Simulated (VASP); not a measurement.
# ZnS (F-43m) in VASP: single point with PBE

Aim: the single point of ZnS with PBE.

All numbers are computed with VASP 6.6.1; they aren't measurements. Logs are shortened: lines on timing, memory, paths and dates and some standing lists are left out, and cuts for length are marked.

### Step 1. The cell of the first run

The structure is cubic, space group F-43m (No. 216). The conventional cell has a = 5.442 Å, b = 5.442 Å, c = 5.442 Å, α = 90.00°, β = 90.00°, γ = 90.00°. Within 3.1 Å of Zn (site symmetry -43m) lie 4 S at 2.36 Å. S (site symmetry -43m) has 4 Zn at 2.36 Å within 3.1 Å.

### Step 2. Single point, PBE

Input file INCAR:

```
SYSTEM = ZnS
  ALGO = Normal
  EDIFF = 1E-7
  ENCUT = 520
  GGA = PE
  ISIF = 2
  ISMEAR = 0
  LASPH = .True.
  LCHARG = .True.
  LELF = .True.
  LREAL = .False.
  LVHAR = .True.
  LWAVE = .False.
  NBANDS = 16
  NELM = 80
  PREC = Accurate
  SIGMA = 0.02
```

Input file KPOINTS:

```
k-points
0
Gamma
  10 10 10
  0 0 0
```

Input file POSCAR:

```
ZnS
1.0
    0.0000000000      2.7211543038      2.7211543038
    2.7211543038      0.0000000000      2.7211543038
    2.7211543038      2.7211543038      0.0000000000
Zn S
1 1
Direct
    0.0000000000      0.0000000000      0.0000000000
    0.7500000000      0.7500000000      0.7500000000
```

Potentials or basis: VASP PAW PBE potentials, release 64 (Zn, S).

Launch:

```sh
cat potpaw_PBE.64/Zn/POTCAR potpaw_PBE.64/S/POTCAR > POTCAR
mpirun -np 1 vasp_std > vasp.out
```

OUTCAR:

```text
SYSTEM = ZnS
   EDIFF = 1E-7
   ENCUT = 520
   GGA = PE
   ISIF = 2
   ISMEAR = 0
   LASPH = .True.
   LREAL = .False.
   NELM = 80
   PREC = Accurate

 ion  position               nearest neighbor table
   1  0.000  0.000  0.000-   2 2.36   2 2.36   2 2.36   2 2.36
   2  0.750  0.750  0.750-   1 2.36   1 2.36   1 2.36   1 2.36

  LATTYP: Found a face centered cubic cell.
 ALAT       =     5.4423086076

  Lattice vectors:

 A1 = (   0.0000000000,   2.7211543038,   2.7211543038)
 A2 = (   2.7211543038,   0.0000000000,   2.7211543038)
 A3 = (   2.7211543038,   2.7211543038,   0.0000000000)

Analysis of symmetry for initial positions (statically):
=====================================================================
 Subroutine PRICEL returns:
 Original cell was already a primitive cell.

 Routine SETGRP: Setting up the symmetry group for a
 face centered cubic supercell.

 Subroutine GETGRP returns: Found 24 space group operations
 (whereof 24 operations were pure point group operations)
 out of a pool of 48 trial point group operations.

The static configuration has the point symmetry T_d .

Analysis of symmetry for dynamics (positions and initial velocities):
=====================================================================
 Subroutine PRICEL returns:
 Original cell was already a primitive cell.

 Routine SETGRP: Setting up the symmetry group for a
 face centered cubic supercell.

 Subroutine GETGRP returns: Found 24 space group operations
 (whereof 24 operations were pure point group operations)
 out of a pool of 48 trial point group operations.

The dynamic configuration has the point symmetry T_d .

 Subroutine INISYM returns: Found 24 space group operations
 (whereof 24 operations are pure point group operations),
 and found     1 'primitive' translations

----------------------------------------------------------------------------------------

                                     Primitive cell

  volume of cell :      40.2986

  direct lattice vectors                    reciprocal lattice vectors
     0.000000000  2.721154304  2.721154304    -0.183745552  0.183745552  0.183745552
     2.721154304  0.000000000  2.721154304     0.183745552 -0.183745552  0.183745552
     2.721154304  2.721154304  0.000000000     0.183745552  0.183745552 -0.183745552

  length of vectors
     3.848293322  3.848293322  3.848293322     0.318256632  0.318256632  0.318256632

  position of ions in fractional coordinates (direct lattice)
     0.000000000  0.000000000  0.000000000
     0.750000000  0.750000000  0.750000000

  ion indices of the primitive-cell ions
   primitive index   ion index
                 1           1
                 2           2

----------------------------------------------------------------------------------------

 KPOINTS: k-points

Automatic generation of k-mesh.
 Grid dimensions read from file:
 generate k-points for:   10   10   10

 Generating k-lattice:

  Cartesian coordinates                     Fractional coordinates (reciprocal lattice)
    -0.018374555  0.018374555  0.018374555     0.100000000  0.000000000  0.000000000
     0.018374555 -0.018374555  0.018374555     0.000000000  0.100000000  0.000000000
     0.018374555  0.018374555 -0.018374555     0.000000000  0.000000000  0.100000000

  Length of vectors
     0.031825663  0.031825663  0.031825663

  Shift w.r.t. Gamma in fractional coordinates (k-lattice)
     0.000000000  0.000000000  0.000000000

 Subroutine IBZKPT returns following result:
 ===========================================

 Found     47 irreducible k-points:

 Following reciprocal coordinates:
            Coordinates               Weight
  0.000000  0.000000  0.000000      1.000000
  0.100000  0.000000  0.000000      8.000000
  0.200000  0.000000  0.000000      8.000000
  0.300000  0.000000  0.000000      8.000000
  0.400000  0.000000  0.000000      8.000000
  0.500000  0.000000  0.000000      4.000000
[... 16 lines left out ...]
  0.300000  0.300000  0.000000      6.000000
  0.400000  0.300000  0.000000     24.000000
 [... further k-points ...]
   k-points           NKPTS =     47   k-points in BZ     NKDIM =     47   number of bands    NBANDS=     16
   number of dos      NEDOS =    301   number of ions     NIONS =      2
   total plane-waves  NPLWV =  27000
   dimension x,y,z NGX =    30 NGY =   30 NGZ =   30
   dimension x,y,z NGXF=    60 NGYF=   60 NGZF=   60
   ions per type =               1   1
   NGX,Y,Z   is equivalent  to a cutoff of  12.96, 12.96, 12.96 a.u.
   NGXF,Y,Z  is equivalent  to a cutoff of  25.92, 25.92, 25.92 a.u.
 SYSTEM =  ZnS
   PREC   = accura    normal or accurate (medium, high low for compatibility)
   ISTART =      0    job   : 0-new  1-cont  2-samecut
   ICHARG =      2    charge: 1-file 2-atom 10-const
   ISPIN  =      1    spin polarized calculation?
   LNONCOLLINEAR =      F non collinear calculations
   LSORBIT =      F    spin-orbit coupling
   LASPH  =      T    aspherical Exc in radial PAW
   ENCUT  =  520.0 eV  38.22 Ry    6.18 a.u.   7.16  7.16  7.16*2*pi/ulx,y,z
   NELM   =     80;   NELMIN=  2; NELMDL= -5     # of ELM steps
   EDIFF  = 0.1E-06   stopping-criterion for ELM
   LREAL  =      F    real-space projection
   EDIFFG = 0.1E-05   stopping-criterion for IOM
   NSW    =      0    number of steps for IOM
   IBRION =     -1    ionic relax: 0-MD 1-quasi-New 2-CG
   NFREE  =      0    steps in history (QN), initial steepest desc. (CG)
   ISIF   =      2    stress and relaxation
   ISYM   =      2    0-nonsym 1-usesym 2-fastsym
   POTIM  = 0.5000    time-step for ionic-motion
   TEBEG  =    0.0;   TEEND  =   0.0 temperature during run
   PSTRESS=    0.0 pullay stress
   NELECT =      18.0000    total number of electrons
   NUPDOWN=      -1.0000    fix difference up-down
   EMIN   =  10.00;   EMAX   =-10.00  energy-range for DOS
   EFERMI =   0.00;   METHOD = LEGACY
   ISMEAR =     0;   SIGMA  =   0.02  broadening in eV -4-tet -1-fermi 0-gaus
   EFERMI_NEDOS =   21; number of points for ismear=-14 and -15
   IALGO  =     38    algorithm
   IMIX   =      4    mixing-type and parameters
     AMIX     =   0.40;   BMIX     =  1.00
     AMIX_MAG =   1.60;   BMIX_MAG =  1.00
  volume/ion in A,a.u.               =      20.15       135.97
  Fermi-wavevector in a.u.,A,eV,Ry     =   1.251418  2.364838 21.307373  1.566048
  Thomas-Fermi vector in A             =   2.385367
   LORBIT       =      0    0 simple, 1 ext, 2 COOP (PROOUT), +10 PAW based schemes
   GGA     = PE    functional components
   LHFCALC =     F    Hartree Fock is set to
   AEXX    =    0.0000 exact exchange contribution
   IVDW    =     0    specifies the selected vdW correction
   LEPSILON=     F    determine dielectric tensor
   LRPA    =     F    only Hartree local field effects (RPA)
 non-spin polarized calculation
 Gauss-broadening in eV      SIGMA  =   0.02
  energy-cutoff  :      520.00
  volume of cell :       40.30
 maximum number of plane-waves:      1106
 NGX is ok and might be reduce to    30
   NGX = 15   NGY = 15   NGZ = 15

 number of electron      18.0000008 magnetization

 Free energy of the ion-electron system (eV)
  ---------------------------------------------------
  ext. energy  EPLUGINS =         0.00000000
  ---------------------------------------------------
  free energy    TOTEN  =        -6.85256319 eV

  energy without entropy =       -6.85256319  energy(sigma->0) =       -6.85256319

 E-fermi :   2.0544     XC(G=0):  -9.5306

 val. band max:        1.9113554491   @ k =   0.0000   0.0000   0.0000
 cond. band min:       3.9335338451   @ k =   0.0000   0.0000   0.0000
 fundamental gap:      2.0221783960
 Fermi energy:         2.0543562875

 k-point     1 :       0.0000    0.0000    0.0000
  band No.  band energies     occupation
      1     -11.0835      2.00000
      2      -4.3455      2.00000
      3      -4.3455      2.00000
      4      -4.3455      2.00000
      5      -3.8721      2.00000
      6      -3.8721      2.00000
[... 8 lines left out ...]
     15      13.6492      0.00000
     16      13.6641      0.00000

 k-point     2 :       0.1000    0.0000    0.0000
  band No.  band energies     occupation
      1     -11.0107      2.00000
      2      -4.3444      2.00000
      3      -4.3323      2.00000
      4      -4.3323      2.00000
      5      -3.8732      2.00000
      6      -3.8732      2.00000
[... 8 lines left out ...]
     15      13.2143      0.00000
     16      14.2508      0.00000

 k-point     3 :       0.2000    0.0000    0.0000
  band No.  band energies     occupation
      1     -10.8102      2.00000
      2      -4.3237      2.00000
      3      -4.2997      2.00000
      4      -4.2997      2.00000
      5      -3.8732      2.00000
      6      -3.8732      2.00000
[... 8 lines left out ...]
     15      12.8019      0.00000
     16      14.3689      0.00000

 k-point     4 :       0.3000    0.0000    0.0000
  band No.  band energies     occupation
      1     -10.5386      2.00000
      2      -4.2648      2.00000
      3      -4.2648      2.00000
      4      -4.2329      2.00000
      5      -3.8653      2.00000
      6      -3.8653      2.00000
[... 8 lines left out ...]
     15      13.1583      0.00000
     16      13.8141      0.00000

 k-point     5 :       0.4000    0.0000    0.0000
  band No.  band energies     occupation
      1     -10.2949      2.00000
      2      -4.2424      2.00000
      3      -4.2424      2.00000
      4      -3.9979      2.00000
      5      -3.8510      2.00000
      6      -3.8510      2.00000
[... 8 lines left out ...]
     15      14.2754      0.00000
     16      14.2754      0.00000

 k-point     6 :       0.5000    0.0000    0.0000
  band No.  band energies     occupation
      1     -10.1949      2.00000
      2      -4.2354      2.00000
      3      -4.2354      2.00000
      4      -3.8434      2.00000
      5      -3.8434      2.00000
      6      -3.6764      2.00000
[... 8 lines left out ...]
     15      15.2642      0.00000
     16      15.2642      0.00000

 k-point     7 :       0.1000    0.1000    0.0000
  band No.  band energies     occupation
      1     -10.9864      2.00000
      2      -4.3568      2.00000
      3      -4.3213      2.00000
      4      -4.3213      2.00000
      5      -3.8824      2.00000
      6      -3.8653      2.00000
[... 8 lines left out ...]
     15      13.7779      0.00000
     16      14.5228      0.00000

 k-point     8 :       0.2000    0.1000    0.0000
  band No.  band energies     occupation
      1     -10.8283      2.00000
      2      -4.3545      2.00000
      3      -4.2895      2.00000
      4      -4.2886      2.00000
      5      -3.8899      2.00000
      6      -3.8591      2.00000
[... 8 lines left out ...]
     15      13.6479      0.00000
     16      15.2791      0.00000

 k-point     9 :       0.3000    0.1000    0.0000
  band No.  band energies     occupation
      1     -10.5789      2.00000
      2      -4.3095      2.00000
      3      -4.2507      2.00000
      4      -4.2390      2.00000
      5      -3.8857      2.00000
      6      -3.8510      2.00000
[... 8 lines left out ...]
     15      13.8248      0.00000
     16      14.7919      0.00000
[... 172 lines left out ...]
 k-point    19 :       0.5000    0.2000    0.0000
  band No.  band energies     occupation
      1     -10.1016      2.00000
      2      -4.2446      2.00000
      3      -4.1631      2.00000
      4      -3.9862      2.00000
      5      -3.8357      2.00000
      6      -3.7151      2.00000
[... 8 lines left out ...]
     15      15.3300      0.00000
     16      16.3539      0.00000

 k-point    20 :      -0.4000    0.2000    0.0000
  band No.  band energies     occupation
      1     -10.0788      2.00000
      2      -4.2297      2.00000
      3      -4.1720      2.00000
      4      -3.9138      2.00000
      5      -3.8569      2.00000
      6      -3.6642      2.00000
[... 8 lines left out ...]
     15      13.8973      0.00000
     16      16.2546      0.00000

 k-point    21 :      -0.3000    0.2000    0.0000
  band No.  band energies     occupation
      1     -10.2172      2.00000
      2      -4.2274      2.00000
      3      -4.2000      2.00000
      4      -4.0458      2.00000
      5      -3.8813      2.00000
      6      -3.8108      2.00000
[... 8 lines left out ...]
     15      15.0086      0.00000
     16      16.2657      0.00000

 k-point    22 :      -0.2000    0.2000    0.0000
  band No.  band energies     occupation
      1     -10.4466      2.00000
      2      -4.2455      2.00000
      3      -4.2418      2.00000
      4      -4.2184      2.00000
      5      -3.8921      2.00000
      6      -3.8361      2.00000
[... 8 lines left out ...]
     15      14.7075      0.00000
     16      16.3859      0.00000

 k-point    23 :       0.3000    0.3000    0.0000
  band No.  band energies     occupation
      1     -10.3561      2.00000
      2      -4.3819      2.00000
      3      -4.1540      2.00000
      4      -4.1539      2.00000
      5      -3.8993      2.00000
      6      -3.8255      2.00000
[... 8 lines left out ...]
     15      14.7145      0.00000
     16      18.4094      0.00000

 k-point    24 :       0.4000    0.3000    0.0000
  band No.  band energies     occupation
      1     -10.1635      2.00000
      2      -4.3468      2.00000
      3      -4.1113      2.00000
      4      -4.1017      2.00000
      5      -3.8455      2.00000
      6      -3.8182      2.00000
[... 8 lines left out ...]
     15      15.2423      0.00000
     16      17.6191      0.00000

 [... further k-points ...]

------------------------ aborting loop because EDIFF is reached ----------------------------------------

  FORCE on cell =-STRESS in cart. coord.  units (eV):
  Direction    XX          YY          ZZ          XY          YZ          ZX
  --------------------------------------------------------------------------------------
  -------------------------------------------------------------------------------------
  Total        0.0514366      0.0514366      0.0514366     -0.0000000      0.0000000      0.0000000
  in kB        2.0450020      2.0450020      2.0450020     -0.0000000      0.0000000      0.0000000
  external PRESSURE =       2.0450020 kB  Pullay stress =       0.0000000 kB

 VOLUME and BASIS-vectors are now :
 -----------------------------------------------------------------------------
  energy-cutoff  :      520.00
  volume of cell :       40.30
      direct lattice vectors                 reciprocal lattice vectors
     0.000000000  2.721154304  2.721154304    -0.183745552  0.183745552  0.183745552
     2.721154304  0.000000000  2.721154304     0.183745552 -0.183745552  0.183745552
     2.721154304  2.721154304  0.000000000     0.183745552  0.183745552 -0.183745552

 POSITION                                       TOTAL-FORCE (eV/Angst)
 -----------------------------------------------------------------------------------
      0.00000      0.00000      0.00000         0.000000      0.000000      0.000000
      4.08173      4.08173      4.08173        -0.000000     -0.000000     -0.000000
 -----------------------------------------------------------------------------------
    total drift:                                0.000000      0.000000      0.000000

  FREE ENERGIE OF THE ION-ELECTRON SYSTEM (eV)
  ---------------------------------------------------
  free  energy   TOTEN  =        -6.8525631926 eV

  energy  without entropy=       -6.8525631926  energy(sigma->0) =       -6.85256319
```

Run time: 41 s. Hardware: 1 thread of Intel Xeon Platinum 8259CL at 2.50GHz (Skylake/Cascade Lake), shared host; peak memory 0.18 GiB.

Results:

- Free energy: -6.8526 eV
- Pressure: 0.2 GPa
- Band gap on the k mesh: 2.02 eV, direct
